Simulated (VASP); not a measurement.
# NbSnSb3 (Cmcm) in VASP: single point with PBEsol

Aim: the single point of NbSnSb3 with PBEsol.

All numbers are computed with VASP 6.6.1; they aren't measurements. Logs are shortened: lines on timing, memory, paths and dates and some standing lists are left out, and cuts for length are marked.

## Step 1: The cell of the first run

The structure is orthorhombic, space group Cmcm (No. 63). The conventional cell has a = 3.651 Å, b = 15.087 Å, c = 9.343 Å, α = 90.00°, β = 90.00°, γ = 90.00°. Nb (site symmetry m2m) has 8 Sb at 2.76 to 3.03 Å and 2 Nb at 3.65 Å within 3.7 Å. Sn (site symmetry 2/m) has 6 Sb at 2.85 to 3.19 Å and 2 Sn at 3.65 Å within 3.8 Å. Sb (site symmetry m2m) has 2 Nb at 2.76 Å and 2 Sn at 2.85 Å and 8 Sb at 3.48 to 3.82 Å within 3.9 Å. Within 3.9 Å of Sb (site symmetry m) lie 3 Nb at 2.90 to 3.03 Å and 8 Sb at 3.16 to 3.82 Å and 2 Sn at 3.19 Å.

## Step 2: Single point, PBEsol

INCAR reads:

```
  PREC = Accurate
  ENCUT = 520
  EDIFF = 1E-6
  ISMEAR = -1
  SIGMA = 0.03
  LREAL = False
  LASPH = True
  NELM = 80
  ALGO = Normal
  ISIF = 2
  LWAVE = False
  LCHARG = False
  GGA = PS
  NBANDS = 53
```

KPOINTS reads:

```
regular mesh
0
Gamma
  6 6 2
```

POSCAR reads:

```
NbSnSb3
1.0
    1.8255559707     -7.5435582661      0.0000000000
    1.8255559707      7.5435582661      0.0000000000
    0.0000000000      0.0000000000      9.3433465550
Nb Sn Sb
2 2 6
Direct
    0.2548358586      0.7451641414      0.7500000000
    0.7451641414      0.2548358586      0.2500000000
    0.0000000000      0.0000000000      0.0000000000
    0.0000000000      0.0000000000      0.5000000000
    0.8920433879      0.1079566121      0.7500000000
    0.1079566121      0.8920433879      0.2500000000
    0.3295242014      0.6704757986      0.0510830728
    0.6704757986      0.3295242014      0.9489169272
    0.3295242014      0.6704757986      0.4489169272
    0.6704757986      0.3295242014      0.5510830728
```

Potentials or basis: VASP PAW PBE potentials, release 64 (Nb_sv, Sn_d, Sb).

Command:

```console
$ cat potpaw_PBE.64/Nb_sv/POTCAR potpaw_PBE.64/Sn_d/POTCAR potpaw_PBE.64/Sb/POTCAR > POTCAR
$ mpirun -np 1 vasp_std > vasp.out
```

OUTCAR:

```text
PREC = Accurate
   ENCUT = 520
   EDIFF = 1E-6
   ISMEAR = -1
   LREAL = False
   LASPH = True
   NELM = 80
   ISIF = 2
   GGA = PS

 ion  position               nearest neighbor table
   1  0.255  0.745  0.750-   5 2.76   5 2.76  10 2.90   8 2.90   8 2.90  10 2.90   9 3.03   7 3.03

   2  0.745  0.255  0.250-   6 2.76   6 2.76   7 2.90   7 2.90   9 2.90   9 2.90  10 3.03   8 3.03

   3  0.000  0.000  0.000-   5 2.85   6 2.85   8 3.19   7 3.19   8 3.19   7 3.19
   4  0.000  0.000  0.500-   5 2.85   6 2.85  10 3.19   9 3.19  10 3.19   9 3.19
   5  0.892  0.108  0.750-   1 2.76   1 2.76   4 2.85   3 2.85   9 3.48   7 3.48   7 3.48   9 3.48

   6  0.108  0.892  0.250-   2 2.76   2 2.76   4 2.85   3 2.85  10 3.48   8 3.48   8 3.48  10 3.48

   7  0.330  0.670  0.051-   2 2.90   2 2.90   1 3.03   8 3.16   8 3.16   3 3.19   3 3.19   5 3.48
                             5 3.48   9 3.72
   8  0.670  0.330  0.949-   1 2.90   1 2.90   2 3.03   7 3.16   7 3.16   3 3.19   3 3.19   6 3.48
                             6 3.48  10 3.72
   9  0.330  0.670  0.449-   2 2.90   2 2.90   1 3.03  10 3.16  10 3.16   4 3.19   4 3.19   5 3.48
                             5 3.48   7 3.72
  10  0.670  0.330  0.551-   1 2.90   1 2.90   2 3.03   9 3.16   9 3.16   4 3.19   4 3.19   6 3.48
                             6 3.48   8 3.72

  LATTYP: Found a base centered orthorhombic cell.
 ALAT       =     3.6511119414
 B/A-ratio  =     4.1321977453
 C/A-ratio  =     2.5590413838

  Lattice vectors:

 A1 = (   1.8255559707,  -7.5435582661,   0.0000000000)
 A2 = (   1.8255559707,   7.5435582661,   0.0000000000)
 A3 = (   0.0000000000,   0.0000000000,   9.3433465550)

Analysis of symmetry for initial positions (statically):
=====================================================================
 Subroutine PRICEL returns:
 Original cell was already a primitive cell.

 Routine SETGRP: Setting up the symmetry group for a
 base centered orthorhombic supercell.

 Subroutine GETGRP returns: Found  8 space group operations
 (whereof  4 operations were pure point group operations)
 out of a pool of  8 trial point group operations.

The static configuration has the point symmetry C_2h.
 The point group associated with its full space group is D_2h.

Analysis of symmetry for dynamics (positions and initial velocities):
=====================================================================
 Subroutine PRICEL returns:
 Original cell was already a primitive cell.

 Routine SETGRP: Setting up the symmetry group for a
 base centered orthorhombic supercell.

 Subroutine GETGRP returns: Found  8 space group operations
 (whereof  4 operations were pure point group operations)
 out of a pool of  8 trial point group operations.

The dynamic configuration has the point symmetry C_2h.
 The point group associated with its full space group is D_2h.

 Subroutine INISYM returns: Found  8 space group operations
 (whereof  4 operations are pure point group operations),
 and found     1 'primitive' translations

----------------------------------------------------------------------------------------

                                     Primitive cell

  volume of cell :     257.3380

  direct lattice vectors                    reciprocal lattice vectors
     1.825555971 -7.543558266  0.000000000     0.273889165 -0.066281718  0.000000000
     1.825555971  7.543558266  0.000000000     0.273889165  0.066281718  0.000000000
     0.000000000  0.000000000  9.343346555     0.000000000  0.000000000  0.107028033

  length of vectors
     7.761309549  7.761309549  9.343346555     0.281795211  0.281795211  0.107028033

  position of ions in fractional coordinates (direct lattice)
     0.254835859  0.745164141  0.750000000
     0.745164141  0.254835859  0.250000000
     0.000000000  0.000000000  0.000000000
     0.000000000  0.000000000  0.500000000
     0.892043388  0.107956612  0.750000000
     0.107956612  0.892043388  0.250000000
     0.329524201  0.670475799  0.051083073
     0.670475799  0.329524201  0.948916927
     0.329524201  0.670475799  0.448916927
     0.670475799  0.329524201  0.551083073

  ion indices of the primitive-cell ions
   primitive index   ion index
                 1           1
                 2           2
                 3           3
                 4           4
                 5           5
                 6           6
                 7           7
                 8           8
                 9           9
                10          10

----------------------------------------------------------------------------------------

 KPOINTS: regular mesh

Automatic generation of k-mesh.
 Grid dimensions read from file:
 generate k-points for:    6    6    2

 Generating k-lattice:

  Cartesian coordinates                     Fractional coordinates (reciprocal lattice)
     0.045648194 -0.011046953  0.000000000     0.166666667  0.000000000  0.000000000
     0.045648194  0.011046953  0.000000000     0.000000000  0.166666667  0.000000000
     0.000000000  0.000000000  0.053514016     0.000000000  0.000000000  0.500000000

  Length of vectors
     0.046965868  0.046965868  0.053514016

  Shift w.r.t. Gamma in fractional coordinates (k-lattice)
     0.000000000  0.000000000  0.000000000

 Subroutine IBZKPT returns following result:
 ===========================================

 Found     26 irreducible k-points:

 Following reciprocal coordinates:
            Coordinates               Weight
  0.000000  0.000000  0.000000      1.000000
  0.166667 -0.000000  0.000000      4.000000
  0.333333  0.000000  0.000000      4.000000
  0.500000 -0.000000  0.000000      2.000000
  0.166667  0.166667  0.000000      2.000000
  0.333333  0.166667  0.000000      4.000000
[... 16 lines left out ...]
  0.333333  0.333333  0.500000      2.000000
  0.500000  0.333333  0.500000      4.000000
 [... further k-points ...]
   k-points           NKPTS =     26   k-points in BZ     NKDIM =     26   number of bands    NBANDS=     53
   number of dos      NEDOS =    301   number of ions     NIONS =     10
   total plane-waves  NPLWV = 252000
   dimension x,y,z NGX =    60 NGY =   60 NGZ =   70
   dimension x,y,z NGXF=   120 NGYF=  120 NGZF=  140
   ions per type =               2   2   6
   NGX,Y,Z   is equivalent  to a cutoff of  12.85, 12.85, 12.46 a.u.
   NGXF,Y,Z  is equivalent  to a cutoff of  25.70, 25.70, 24.91 a.u.
 SYSTEM =  unknown system
   PREC   = accura    normal or accurate (medium, high low for compatibility)
   ISTART =      0    job   : 0-new  1-cont  2-samecut
   ICHARG =      2    charge: 1-file 2-atom 10-const
   ISPIN  =      1    spin polarized calculation?
   LNONCOLLINEAR =      F non collinear calculations
   LSORBIT =      F    spin-orbit coupling
   LASPH  =      T    aspherical Exc in radial PAW
   ENCUT  =  520.0 eV  38.22 Ry    6.18 a.u.  14.43 14.43 17.37*2*pi/ulx,y,z
   NELM   =     80;   NELMIN=  2; NELMDL= -5     # of ELM steps
   EDIFF  = 0.1E-05   stopping-criterion for ELM
   LREAL  =      F    real-space projection
   EDIFFG = 0.1E-04   stopping-criterion for IOM
   NSW    =      0    number of steps for IOM
   IBRION =     -1    ionic relax: 0-MD 1-quasi-New 2-CG
   NFREE  =      0    steps in history (QN), initial steepest desc. (CG)
   ISIF   =      2    stress and relaxation
   ISYM   =      2    0-nonsym 1-usesym 2-fastsym
   POTIM  = 0.5000    time-step for ionic-motion
   TEBEG  =    0.0;   TEEND  =   0.0 temperature during run
   PSTRESS=    0.0 pullay stress
   NELECT =      84.0000    total number of electrons
   NUPDOWN=      -1.0000    fix difference up-down
   EMIN   =  10.00;   EMAX   =-10.00  energy-range for DOS
   EFERMI =   0.00;   METHOD = LEGACY
   ISMEAR =    -1;   SIGMA  =   0.03  broadening in eV -4-tet -1-fermi 0-gaus
   EFERMI_NEDOS =   21; number of points for ismear=-14 and -15
   IALGO  =     38    algorithm
   IMIX   =      4    mixing-type and parameters
     AMIX     =   0.40;   BMIX     =  1.00
     AMIX_MAG =   1.60;   BMIX_MAG =  1.00
  volume/ion in A,a.u.               =      25.73       173.66
  Fermi-wavevector in a.u.,A,eV,Ry     =   1.127197  2.130094 17.287208  1.270574
  Thomas-Fermi vector in A             =   2.263883
   LORBIT       =      0    0 simple, 1 ext, 2 COOP (PROOUT), +10 PAW based schemes
   GGA     = PS    functional components
   LHFCALC =     F    Hartree Fock is set to
   AEXX    =    0.0000 exact exchange contribution
   IVDW    =     0    specifies the selected vdW correction
   LEPSILON=     F    determine dielectric tensor
   LRPA    =     F    only Hartree local field effects (RPA)
 non-spin polarized calculation
  energy-cutoff  :      520.00
  volume of cell :      257.34
 maximum number of plane-waves:      6957
 NGX is ok and might be reduce to    60
   NGX = 29   NGY = 29   NGZ = 35

 number of electron      84.0000016 magnetization

 Free energy of the ion-electron system (eV)
  ---------------------------------------------------
  ext. energy  EPLUGINS =         0.00000000
  ---------------------------------------------------
  free energy    TOTEN  =       -58.13218865 eV

  energy without entropy =      -58.10586281  energy(sigma->0) =      -58.11902573

 E-fermi :   8.3530     XC(G=0): -10.4334

 val. band max:        8.3473743440   @ k =   0.3333   0.0000   0.0000
 cond. band min:       8.3594520225   @ k =  -0.3333   0.3333   0.0000
 fundamental gap:      0.0120776785
 Fermi energy:         8.3529643688

 k-point     1 :       0.0000    0.0000    0.0000
  band No.  band energies     occupation
      1     -46.5460      2.00000
      2     -46.5458      2.00000
      3     -22.6856      2.00000
      4     -22.6848      2.00000
      5     -22.6819      2.00000
      6     -22.6713      2.00000
[... 45 lines left out ...]
     52      11.9873      0.00000
     53      12.0279      0.00000

 k-point     2 :       0.1667   -0.0000    0.0000
  band No.  band energies     occupation
      1     -46.5445      2.00000
      2     -46.5443      2.00000
      3     -22.6816      2.00000
      4     -22.6808      2.00000
      5     -22.6776      2.00000
      6     -22.6751      2.00000
[... 1224 lines left out ...]
 k-point    24 :       0.5000    0.3333    0.5000
  band No.  band energies     occupation
      1     -46.5444      2.00000
      2     -46.5444      2.00000
      3     -22.6812      2.00000
      4     -22.6812      2.00000
      5     -22.6753      2.00000
      6     -22.6753      2.00000
[... 45 lines left out ...]
     52      11.1922      0.00000
     53      11.9165      0.00000

 [... further k-points ...]
[... 5 lines left out ...]
  --------------------------------------------------------------------------------------
  -------------------------------------------------------------------------------------
  Total       -0.0736670      0.0033410     -0.0453778      0.0000000      0.0000000      0.0000000
  in kB       -0.4586480      0.0208010     -0.2825205      0.0000000      0.0000000      0.0000000
  external PRESSURE =      -0.2401225 kB  Pullay stress =       0.0000000 kB

 VOLUME and BASIS-vectors are now :
 -----------------------------------------------------------------------------
  energy-cutoff  :      520.00
  volume of cell :      257.34
      direct lattice vectors                 reciprocal lattice vectors
     1.825555971 -7.543558266  0.000000000     0.273889165 -0.066281718  0.000000000
     1.825555971  7.543558266  0.000000000     0.273889165  0.066281718  0.000000000
     0.000000000  0.000000000  9.343346555     0.000000000  0.000000000  0.107028033

 POSITION                                       TOTAL-FORCE (eV/Angst)
 -----------------------------------------------------------------------------------
      1.82556      3.69882      7.00751         0.000000     -0.004297      0.000000
      1.82556     -3.69882      2.33584         0.000000      0.004297      0.000000
      0.00000      0.00000      0.00000         0.000000     -0.000000      0.000000
      0.00000      0.00000      4.67167         0.000000      0.000000      0.000000
      1.82556     -5.91480      7.00751         0.000000      0.014542      0.000000
      1.82556      5.91480      2.33584         0.000000     -0.014542      0.000000
      1.82556      2.57199      0.47729         0.000000     -0.004010      0.005035
      1.82556     -2.57199      8.86606         0.000000      0.004010     -0.005035
      1.82556      2.57199      4.19439         0.000000     -0.004010     -0.005035
      1.82556     -2.57199      5.14896         0.000000      0.004010      0.005035
 -----------------------------------------------------------------------------------
    total drift:                               -0.000000     -0.000000     -0.000000

  FREE ENERGIE OF THE ION-ELECTRON SYSTEM (eV)
  ---------------------------------------------------
  free  energy   TOTEN  =       -58.1321886526 eV

  energy  without entropy=      -58.1058628114  energy(sigma->0) =      -58.11902573
```

It took 12 min on 1 thread of AMD EPYC 7R43 (Zen 3), shared host; peak memory 0.69 GiB.

What came out:

| Property | Result |
| --- | --- |
| Free energy | -58.1322 eV |
| Pressure | 0.0 GPa |
| Largest force | 0.015 eV/Å |
| Band gap on the k mesh | zero (bands 42 and 43 overlap by 1.00 eV) |

Forces in eV/Å, atoms in the order of the input:
```
Nb   0.000 -0.004  0.000
Nb   0.000  0.004  0.000
Sn   0.000  0.000  0.000
Sn   0.000  0.000  0.000
Sb   0.000  0.015  0.000
Sb   0.000 -0.015  0.000
Sb   0.000 -0.004  0.005
Sb   0.000  0.004 -0.005
Sb   0.000 -0.004 -0.005
Sb   0.000  0.004  0.005
```

Levels at points of the mesh, in eV from the Fermi level:
| k point | band 38 | band 39 | band 40 | band 41 | band 42 | band 43 | band 44 | band 45 | band 46 | band 47 |
| --- | --- | --- | --- | --- | --- | --- | --- | --- | --- | --- |
| (0.00, 0.00, 0.00) | -0.88 | -0.46 | -0.27 | -0.20 | -0.06 | -0.02 | 0.20 | 1.43 | 1.48 | 1.54 |
| (0.50, 0.00, 0.00) | -1.88 | -1.75 | -1.50 | -0.83 | -0.80 | -0.25 | 0.56 | 0.67 | 0.78 | 1.00 |
| (0.50, 0.50, 0.00) | -0.71 | -0.55 | -0.29 | -0.28 | 0.01 | 0.60 | 1.51 | 1.96 | 2.38 | 2.39 |
| (0.00, 0.00, 0.50) | -1.14 | -0.86 | -0.86 | 0.59 | 0.59 | 0.74 | 0.74 | 1.40 | 1.40 | 1.42 |
| (0.50, 0.00, 0.50) | -2.17 | -1.79 | -1.79 | -0.62 | -0.62 | 0.04 | 0.04 | 0.83 | 0.83 | 1.38 |
| (0.50, 0.50, 0.50) | -1.25 | -1.07 | -1.07 | 0.34 | 0.34 | 0.98 | 0.98 | 1.66 | 1.66 | 2.18 |

Caveat: the PAW data sets were made with another functional, which shifts forces and pressure a little; spin-orbit coupling is left out, which moves the levels of the heavy elements.
